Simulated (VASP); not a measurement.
## PbI2: relaxation of shape and atoms at fixed volume with PBE

Crystal: PbI2.

```xyz
3
Lattice="4.7221 0.0000 0.0000 -2.3611 4.0895 0.0000 0.0000 0.0000 8.0020" Properties=species:S:1:pos:R:3 pbc="T T T"
Pb    0.0000    0.0000    0.0000
I     0.0000    2.7263    1.8765
I     2.3611    1.3632    6.1255
```

```json
{
 "Program": "VASP 6.6.1",
 "Task": "relaxation of shape and atoms at fixed volume",
 "Functional": "PBE",
 "Potentials or basis": "VASP PAW PBE potentials, release 64 (Pb_d, I)",
 "Cutoff": "500 eV",
 "k mesh": "6 × 6 × 4",
 "Occupations": "gaussian, width 0.02 eV",
 "Spin": "no spin polarisation",
 "Dipole correction": "no",
 "Further INCAR settings": "ALGO = Normal; EDIFF = 1e-07; IBRION = 2; EDIFFG = -0.01; NSW = 50; ISIF = 4"
}
```

| Quantity | Value |
| --- | --- |
| Energy gained by relaxing | 2.5 meV/atom |
| Ionic steps | 7 |
| Pressure after relaxing | -0.1 GPa |
| Band gap on the k mesh | 2.46 eV (least direct gap 2.63 eV) |

Forces in eV/Å, atoms in the order of the input:
```
Pb   0.000  0.000  0.000
I    0.000  0.000  0.002
I    0.000  0.000 -0.002
```

The path:
```tsv
step	energy change (eV)	largest force (eV/Å)	pressure (GPa)	volume (Å³)
1	0.0000	0.1315	-0.58	154.53
2	-0.0016	0.1133	-0.52	154.53
3	-0.0049	0.0574	-0.34	154.53
4	-0.0054	0.0577	0.03	154.53
5	-0.0062	0.0050	-0.14	154.53
6	-0.0068	0.0042	-0.12	154.53
7	-0.0074	0.0022	-0.05	154.53
```

Final structure:
```
CELL_PARAMETERS angstrom
4.68044 0.00000 0.00000
-2.34022 4.05338 0.00000
0.00000 0.00000 8.14522
ATOMIC_POSITIONS crystal
Pb 0.00000 0.00000 0.00000
I 0.33333 0.66667 0.22791
I 0.66667 0.33333 0.77209
```

Levels at points of the mesh, in eV from the valence-band top:
```csv
k point,band 10,band 11,band 12,band 13,band 14,band 15,band 16,band 17,band 18
"(0.00, 0.00, 0.00)",-0.72,-0.64,-0.56,-0.51,-0.51,2.56,3.47,3.47,5.94
"(0.50, 0.00, 0.00)",-1.61,-1.56,-0.77,-0.55,-0.39,3.22,4.07,4.58,5.78
"(0.00, 0.00, 0.50)",-0.74,-0.74,-0.49,-0.49,-0.17,2.46,3.44,3.44,6.85
"(0.50, 0.00, 0.50)",-1.53,-1.45,-0.68,-0.60,-0.54,3.39,4.17,4.18,5.97
```

Run time: 2.7 min on 1 thread of Intel(R) Xeon(R) 6975P-C (Granite Rapids) (shared host), peak memory 0.3 GiB.

Caveat: spin-orbit coupling is left out, which moves the levels of the heavy elements; this functional lacks dispersion, which binds the layers, so the pressure and a relaxed spacing across them are unreliable. A k mesh can miss the band edges.
